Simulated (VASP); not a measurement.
A run of VASP 6.6.1 is set up as follows.

File POSCAR:

```
LaBi2As3
1.0
    3.1163345439     -5.0193129296      0.0000000000
    3.1163345439      5.0193129296      0.0000000000
    0.0000000000      0.0000000000      5.1213710140
La Bi As
1 2 3
Direct
    0.0000000000      0.0000000000      0.0000000000
    0.5000000000      0.0000000000      0.5000000000
    0.0000000000      0.5000000000      0.5000000000
    0.6434671610      0.3565328390      0.0000000000
    0.3565328390      0.6434671610      0.0000000000
    0.5000000000      0.5000000000      0.5000000000
```

Contents of INCAR.step1:

```
SYSTEM = LaBi2As3
  PREC = Accurate
  ENCUT = 520
  ISMEAR = -1
  SIGMA = 0.03
  LREAL = .FALSE.
  LASPH = .TRUE.
  NELM = 100
  NBANDS = 37
  GGA = PE
  ALGO = Normal
  EDIFF = 1E-4
  LWAVE = .TRUE.
  LCHARG = .FALSE.
```

The input INCAR.step2:

```
SYSTEM = LaBi2As3
  PREC = Accurate
  ENCUT = 520
  EDIFF = 1E-6
  ISMEAR = -1
  SIGMA = 0.03
  LREAL = .FALSE.
  LASPH = .TRUE.
  NELM = 100
  ALGO = Normal
  ISIF = 2
  LWAVE = .FALSE.
  LCHARG = .FALSE.
  METAGGA = R2SCAN
  LMIXTAU = .TRUE.
  LUSE_VDW = .TRUE.
  IVDW_NL = 2
  BPARAM = 11.95
  CPARAM = 0.0093
  NBANDS = 37
  ISTART = 1
```

KPOINTS

```
regular mesh
0
G
  6 6 6
  0 0 0
```

Potentials or basis: VASP PAW PBE potentials, release 64 (La, Bi_d, As).

Command:

```sh
$ cat potpaw_PBE.64/La/POTCAR potpaw_PBE.64/Bi_d/POTCAR potpaw_PBE.64/As/POTCAR > POTCAR
$ cp INCAR.step1 INCAR
$ mpirun -np 1 vasp_std > vasp.out
$ cp INCAR.step2 INCAR
$ mpirun -np 1 vasp_std > vasp.out
```

**Question.** Predict the band gap on the k mesh.

**Answer.** Zero (bands 28 and 29 overlap by 2.02 eV).

**Question.** Estimate the largest force.

**Answer.** 0.305 eV/Å.

**Question.** What does it give for the pressure?

**Answer.** 0.3 GPa.

Stress tensor (GPa, compression positive):
```
 0.52  0.00  0.00
 0.00 -0.23  0.00
 0.00  0.00  0.72
```

Caveat: the PAW data sets were made with another functional, which shifts forces and pressure a little; spin-orbit coupling is left out, which moves the levels of the heavy elements.
